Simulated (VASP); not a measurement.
# Al8H in VASP: notebook

Al8H is run at these levels: PBE; tasks: single point.

All numbers are computed with VASP 6.6.1; they aren't measurements. Logs are shortened: lines on timing, memory, paths and dates and some standing lists are left out, and cuts for length are marked.

## Step 1: The cell of the first run

The cell holds a slab with vacuum, 18 atoms: a = 5.714 Å, b = 8.080 Å, c = 22.243 Å, α = 90.00°, β = 90.00°, γ = 90.00°.

## Step 2: Single point, PBE

INCAR reads:

```
ALGO = Normal ; DIPOL = 0.5 0.5 0.292
EDIFF = 1E-6 ; ENCUT = 520
GGA = PE ; IDIPOL = 3
ISIF = 2 ; ISMEAR = 0
LASPH = True ; LCHARG = True
LDIPOL = True ; LELF = True
LREAL = Auto ; LVACPOTAV = True
LVHAR = True ; LWAVE = False
NBANDS = 40 ; NELM = 60
PREC = Accurate ; SIGMA = 0.1
```

KPOINTS reads:

```
k-points
0
Gamma
  5 4 1
```

POSCAR reads:

```
Al8H
1.0
    5.7135165837      0.0000000000      0.0000000000
    0.0000000000      8.0801326415      0.0000000000
    0.0000000000      0.0000000000     22.2432786975
Al H
16 2
Direct
    0.2500000000      0.2500000000      0.1798296040
    0.2500000000      0.7500000000      0.1798296040
    0.7500000000      0.2500000000      0.1798296040
    0.7500000000      0.7500000000      0.1798296040
    0.0000000000      0.0000000000      0.2440458181
    0.0000000000      0.5000000000      0.2440458181
    0.5000000000      0.0000000000      0.2440458181
    0.5000000000      0.5000000000      0.2440458181
    0.2500000000      0.2500000000      0.3102598702
    0.2500000000      0.7500000000      0.3102598702
    0.7500000000      0.2500000000      0.3102598702
    0.7500000000      0.7500000000      0.3102598702
    0.0000000000      0.0000000000      0.3705963860
    0.0000000000      0.5000000000      0.3705963860
    0.5000000000      0.0000000000      0.3705963860
    0.5000000000      0.5000000000      0.3705963860
    0.2500000000      0.1769195165      0.4195999531
    0.2500000000      0.3230804835      0.4195999531
```

Potentials or basis: VASP PAW PBE potentials, release 64 (Al, H).

Launch:

```sh
cat potpaw_PBE.64/Al/POTCAR potpaw_PBE.64/H/POTCAR > POTCAR
mpirun -np 1 vasp_std > vasp.out
```

OUTCAR:

```text
EDIFF = 1E-6
   ENCUT = 520
   GGA = PE
   ISIF = 2
   ISMEAR = 0
   LASPH = True
   LREAL = Auto
   NELM = 60
   PREC = Accurate

 ion  position               nearest neighbor table
   1  0.250  0.250  0.180-   3 2.86   3 2.86   6 2.86   7 2.86   8 2.86   5 2.86   9 2.90
   2  0.250  0.750  0.180-   4 2.86   4 2.86   6 2.86   7 2.86   8 2.86   5 2.86  10 2.90
   3  0.750  0.250  0.180-   1 2.86   1 2.86   6 2.86   7 2.86   8 2.86   5 2.86  11 2.90
   4  0.750  0.750  0.180-   2 2.86   2 2.86   6 2.86   7 2.86   8 2.86   5 2.86  12 2.90
   5  0.000  0.000  0.244-  13 2.81   7 2.86   7 2.86   4 2.86   1 2.86   2 2.86   3 2.86  11 2.88
                            12 2.88   9 2.88  10 2.88
   6  0.000  0.500  0.244-  14 2.81   8 2.86   8 2.86   4 2.86   1 2.86   2 2.86   3 2.86  11 2.88
                            12 2.88   9 2.88  10 2.88
   7  0.500  0.000  0.244-  15 2.81   5 2.86   5 2.86   4 2.86   1 2.86   2 2.86   3 2.86  11 2.88
                            12 2.88   9 2.88  10 2.88
   8  0.500  0.500  0.244-  16 2.81   6 2.86   6 2.86   4 2.86   1 2.86   2 2.86   3 2.86  11 2.88
                            12 2.88   9 2.88  10 2.88
   9  0.250  0.250  0.310-  13 2.81  14 2.81  15 2.81  16 2.81  11 2.86  11 2.86   7 2.88   8 2.88
                             5 2.88   6 2.88   1 2.90
  10  0.250  0.750  0.310-  13 2.81  14 2.81  15 2.81  16 2.81  12 2.86  12 2.86   7 2.88   8 2.88
                             5 2.88   6 2.88   2 2.90
  11  0.750  0.250  0.310-  13 2.81  14 2.81  15 2.81  16 2.81   9 2.86   9 2.86   7 2.88   8 2.88
                             5 2.88   6 2.88   3 2.90
  12  0.750  0.750  0.310-  13 2.81  14 2.81  15 2.81  16 2.81  10 2.86  10 2.86   7 2.88   8 2.88
                             5 2.88   6 2.88   4 2.90
  13  0.000  0.000  0.371-   9 2.81  10 2.81  11 2.81  12 2.81   5 2.81  15 2.86  15 2.86
  14  0.000  0.500  0.371-   9 2.81  10 2.81  11 2.81  12 2.81   6 2.81  16 2.86  16 2.86
  15  0.500  0.000  0.371-   9 2.81  10 2.81  11 2.81  12 2.81   7 2.81  13 2.86  13 2.86
  16  0.500  0.500  0.371-   9 2.81  10 2.81  11 2.81  12 2.81   8 2.81  14 2.86  14 2.86
  17  0.250  0.177  0.420-
  18  0.250  0.323  0.420-

  LATTYP: Found a simple orthorhombic cell.
 ALAT       =     5.7135165837
 B/A-ratio  =     1.4142135624
 C/A-ratio  =     3.8930977747

  Lattice vectors:

 A1 = (   5.7135165837,   0.0000000000,   0.0000000000)
 A2 = (   0.0000000000,   8.0801326415,   0.0000000000)
 A3 = (   0.0000000000,   0.0000000000,  22.2432786975)

Analysis of symmetry for initial positions (statically):
=====================================================================
 Subroutine PRICEL returns:
 Original cell was already a primitive cell.

 Routine SETGRP: Setting up the symmetry group for a
 simple orthorhombic supercell.

 Subroutine GETGRP returns: Found  4 space group operations
 (whereof  1 operations were pure point group operations)
 out of a pool of  8 trial point group operations.

The static configuration has the point symmetry C_1 .
 The point group associated with its full space group is C_2v.

Analysis of symmetry for dynamics (positions and initial velocities):
=====================================================================
 Subroutine PRICEL returns:
 Original cell was already a primitive cell.

 Routine SETGRP: Setting up the symmetry group for a
 simple orthorhombic supercell.

 Subroutine GETGRP returns: Found  4 space group operations
 (whereof  1 operations were pure point group operations)
 out of a pool of  8 trial point group operations.

The dynamic configuration has the point symmetry C_1 .
 The point group associated with its full space group is C_2v.

 Subroutine INISYM returns: Found  4 space group operations
 (whereof  1 operations are pure point group operations),
 and found     1 'primitive' translations

----------------------------------------------------------------------------------------

                                     Primitive cell

  volume of cell :    1026.8826

  direct lattice vectors                    reciprocal lattice vectors
     5.713516584  0.000000000  0.000000000     0.175023558  0.000000000  0.000000000
     0.000000000  8.080132642  0.000000000     0.000000000  0.123760345  0.000000000
     0.000000000  0.000000000 22.243278697     0.000000000  0.000000000  0.044957401

  length of vectors
     5.713516584  8.080132642 22.243278697     0.175023558  0.123760345  0.044957401

  position of ions in fractional coordinates (direct lattice)
     0.250000000  0.250000000  0.179829604
     0.250000000  0.750000000  0.179829604
     0.750000000  0.250000000  0.179829604
     0.750000000  0.750000000  0.179829604
[... 50 lines left out ...]

  Length of vectors
     0.035004712  0.030940086  0.044957401

  Shift w.r.t. Gamma in fractional coordinates (k-lattice)
     0.000000000  0.000000000  0.000000000

 Subroutine IBZKPT returns following result:
 ===========================================

 Found      9 irreducible k-points:

 Following reciprocal coordinates:
            Coordinates               Weight
  0.000000  0.000000  0.000000      1.000000
  0.200000  0.000000  0.000000      2.000000
  0.400000  0.000000  0.000000      2.000000
  0.000000  0.250000  0.000000      2.000000
  0.200000  0.250000  0.000000      4.000000
  0.400000  0.250000  0.000000      4.000000
  0.000000  0.500000  0.000000      1.000000
  0.200000  0.500000  0.000000      2.000000
  0.400000  0.500000  0.000000      2.000000
   k-points           NKPTS =      9   k-points in BZ     NKDIM =      9   number of bands    NBANDS=     40
   number of dos      NEDOS =    301   number of ions     NIONS =     18
   total plane-waves  NPLWV = 423360
   dimension x,y,z NGX =    42 NGY =   60 NGZ =  168
   dimension x,y,z NGXF=    84 NGYF=  120 NGZF=  336
   ions per type =              16   2
   NGX,Y,Z   is equivalent  to a cutoff of  12.22, 12.34, 12.56 a.u.
   NGXF,Y,Z  is equivalent  to a cutoff of  24.44, 24.69, 25.11 a.u.
 SYSTEM =  unknown system
   PREC   = accura    normal or accurate (medium, high low for compatibility)
   ISTART =      0    job   : 0-new  1-cont  2-samecut
   ICHARG =      2    charge: 1-file 2-atom 10-const
   ISPIN  =      1    spin polarized calculation?
   LNONCOLLINEAR =      F non collinear calculations
   LSORBIT =      F    spin-orbit coupling
   LASPH  =      T    aspherical Exc in radial PAW
   ENCUT  =  520.0 eV  38.22 Ry    6.18 a.u.  10.62 15.02 41.36*2*pi/ulx,y,z
   NELM   =     60;   NELMIN=  2; NELMDL= -5     # of ELM steps
   EDIFF  = 0.1E-05   stopping-criterion for ELM
   LREAL  =      T    real-space projection
   EDIFFG = 0.1E-04   stopping-criterion for IOM
   NSW    =      0    number of steps for IOM
   IBRION =     -1    ionic relax: 0-MD 1-quasi-New 2-CG
   NFREE  =      0    steps in history (QN), initial steepest desc. (CG)
   ISIF   =      2    stress and relaxation
   ISYM   =      2    0-nonsym 1-usesym 2-fastsym
   POTIM  = 0.5000    time-step for ionic-motion
   TEBEG  =    0.0;   TEEND  =   0.0 temperature during run
   PSTRESS=    0.0 pullay stress
   NELECT =      50.0000    total number of electrons
   NUPDOWN=      -1.0000    fix difference up-down
   EMIN   =  10.00;   EMAX   =-10.00  energy-range for DOS
   EFERMI =   0.00;   METHOD = LEGACY
   ISMEAR =     0;   SIGMA  =   0.10  broadening in eV -4-tet -1-fermi 0-gaus
   EFERMI_NEDOS =   21; number of points for ismear=-14 and -15
   IALGO  =     38    algorithm
   IMIX   =      4    mixing-type and parameters
     AMIX     =   0.40;   BMIX     =  1.00
     AMIX_MAG =   1.60;   BMIX_MAG =  1.00
  volume/ion in A,a.u.               =      57.05       384.99
  Fermi-wavevector in a.u.,A,eV,Ry     =   0.597803  1.129683  4.862288  0.357368
  Thomas-Fermi vector in A             =   1.648667
   LORBIT       =      0    0 simple, 1 ext, 2 COOP (PROOUT), +10 PAW based schemes
   GGA     = PE    functional components
   LHFCALC =     F    Hartree Fock is set to
   AEXX    =    0.0000 exact exchange contribution
   IVDW    =     0    specifies the selected vdW correction
   LEPSILON=     F    determine dielectric tensor
   LRPA    =     F    only Hartree local field effects (RPA)
 non-spin polarized calculation
 Gauss-broadening in eV      SIGMA  =   0.10
  energy-cutoff  :      520.00
  volume of cell :     1026.88
 maximum number of plane-waves:     27706
   NGX = 21   NGY = 31   NGZ = 83

 dipolmoment           0.000000      0.000000     -0.001809 electrons x Angstroem

 number of electron      49.9999998 magnetization

 dipolmoment           0.000000      0.000000      0.023907 electrons x Angstroem

 Free energy of the ion-electron system (eV)
  ---------------------------------------------------
  ext. energy  EPLUGINS =         0.00000000
  ---------------------------------------------------
  free energy    TOTEN  =       -60.14924311 eV

  energy without entropy =      -60.10657672  energy(sigma->0) =      -60.12790991

 E-fermi :  -0.9247     XC(G=0):  -3.6107

 val. band max:       -0.9854138012   @ k =   0.2000   0.0000   0.0000
 cond. band min:      -0.9137321590   @ k =   0.0000   0.5000   0.0000
 fundamental gap:      0.0716816423
 Fermi energy:        -0.9247311823

 k-point     1 :       0.0000    0.0000    0.0000
  band No.  band energies     occupation
      1     -11.2055      2.00000
      2      -9.1613      2.00000
      3      -9.0073      2.00000
      4      -8.8399      2.00000
      5      -7.4151      2.00000
      6      -6.7452      2.00000
[... 349 lines left out ...]
     36       1.6731      0.00000
     37       2.1281      0.00000
 [bands above 37 left out]

------------------------ aborting loop because EDIFF is reached ----------------------------------------

  FORCE on cell =-STRESS in cart. coord.  units (eV):
  Direction    XX          YY          ZZ          XY          YZ          ZX
  --------------------------------------------------------------------------------------
  -------------------------------------------------------------------------------------
  Total      -12.5040083     -5.2329525     -0.4391649      0.0000000      0.0000000      0.0000000
  in kB      -19.5091816     -8.1646315     -0.6852002      0.0000000      0.0000000      0.0000000
  external PRESSURE =      -9.4530044 kB  Pullay stress =       0.0000000 kB

 VOLUME and BASIS-vectors are now :
 -----------------------------------------------------------------------------
  energy-cutoff  :      520.00
  volume of cell :     1026.88
      direct lattice vectors                 reciprocal lattice vectors
     5.713516584  0.000000000  0.000000000     0.175023558  0.000000000  0.000000000
     0.000000000  8.080132642  0.000000000     0.000000000  0.123760345  0.000000000
     0.000000000  0.000000000 22.243278697     0.000000000  0.000000000  0.044957401

 POSITION                                       TOTAL-FORCE (eV/Angst)
 -----------------------------------------------------------------------------------
      1.42838      2.02003      4.00000        -0.000000      0.000000      0.222906
      1.42838      6.06010      4.00000        -0.000000      0.000000      0.184750
      4.28514      2.02003      4.00000        -0.000000      0.000000      0.197604
      4.28514      6.06010      4.00000        -0.000000      0.000000      0.212637
      0.00000      0.00000      5.42838        -0.084052     -0.001952     -0.263637
      0.00000      4.04007      5.42838        -0.084052      0.001952     -0.263637
[... 10 lines left out ...]
      1.42838      1.42953      9.33328        -0.000000      1.471729     -0.038188
      1.42838      2.61053      9.33328        -0.000000     -1.471729     -0.038188
 -----------------------------------------------------------------------------------
    total drift:                               -0.000000     -0.000000     -0.013249

  FREE ENERGIE OF THE ION-ELECTRON SYSTEM (eV)
  ---------------------------------------------------
  free  energy   TOTEN  =       -60.1492431111 eV

  energy  without entropy=      -60.1065767151  energy(sigma->0) =      -60.12790991

 vacuum level on the upper side and lower side of the slab         3.273         3.179
```

Run time: 15 min. Hardware: 1 thread of Intel Xeon Platinum 8488C (Sapphire Rapids), shared host; peak memory 0.89 GiB.

Results:

- Free energy: -60.1492 eV
- Largest force: 1.472 eV/Å
- Band gap on the k mesh: zero (bands 25 and 26 overlap by 0.60 eV)

Forces on the atoms (eV/Å):
```
Al   0.000  0.000  0.223
Al   0.000  0.000  0.185
Al   0.000  0.000  0.198
Al   0.000  0.000  0.213
Al  -0.084 -0.002 -0.264
Al  -0.084  0.002 -0.264
Al   0.084 -0.002 -0.264
Al   0.084  0.002 -0.264
Al   0.000  0.000 -0.325
Al   0.000  0.000  0.194
Al   0.000  0.000  0.073
Al   0.000  0.000 -0.081
Al  -0.037  0.008  0.113
Al  -0.037 -0.008  0.113
Al   0.037  0.008  0.113
Al   0.037 -0.008  0.113
H    0.000  1.472 -0.038
H    0.000 -1.472 -0.038
```

(Continued in part 2 of 2.)

The gap in the log of VASP goes by the Fermi energy; the results here count the filled bands.